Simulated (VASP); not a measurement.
MoS2, 9 atoms in the cell. The structure is trigonal, space group R3m (No. 160). The conventional cell has a = 3.206 Å, b = 3.206 Å, c = 19.232 Å, α = 90.00°, β = 90.00°, γ = 120.00°. Within 3.3 Å of Mo (site symmetry 3m) lie 6 S at 2.41 Å and 6 Mo at 3.21 Å. Within 3.3 Å of S (site symmetry 3m) lie 3 Mo at 2.41 Å and 7 S at 3.08 to 3.21 Å. S (site symmetry 3m) has 3 Mo at 2.41 Å and 7 S at 3.08 to 3.21 Å within 3.3 Å.  This cell differs from its parent crystal: equal strain along all axes, cell held: +2.0 %, then relaxed in part.

| Quantity | Value |
| --- | --- |
| Program | VASP 6.6.1 |
| Task | single point |
| Functional | PBEsol |
| Potentials or basis | VASP PAW PBE potentials, release 64 (Mo_sv, S) |
| Cutoff | 520 eV |
| k mesh | 12 × 12 × 2 |
| Occupations | gaussian, width 0.02 eV |
| Spin | no spin polarisation |
| Dipole correction | no |
| Further INCAR settings | ALGO = Normal; EDIFF = 1e-06; NBANDS = 49 |

Potentials or basis: VASP PAW PBE potentials, release 64 (Mo_sv, S).

The run is started by

```console
$ cat potpaw_PBE.64/Mo_sv/POTCAR potpaw_PBE.64/S/POTCAR > POTCAR
$ mpirun -np 1 vasp_std > vasp.out
```

Hardware: 1 thread of Intel(R) Xeon(R) Platinum 8259CL CPU @ 2.50GHz (Skylake/Cascade Lake), on a shared host.

**Question.** Estimate the wall time of this run.

**Answer.** Wall time 5 min on 1 thread of Intel(R) Xeon(R) Platinum 8259CL CPU @ 2.50GHz (Skylake/Cascade Lake), on a shared host, peak memory 0.4 GiB. Counts: scf iterations 16, k points 38.
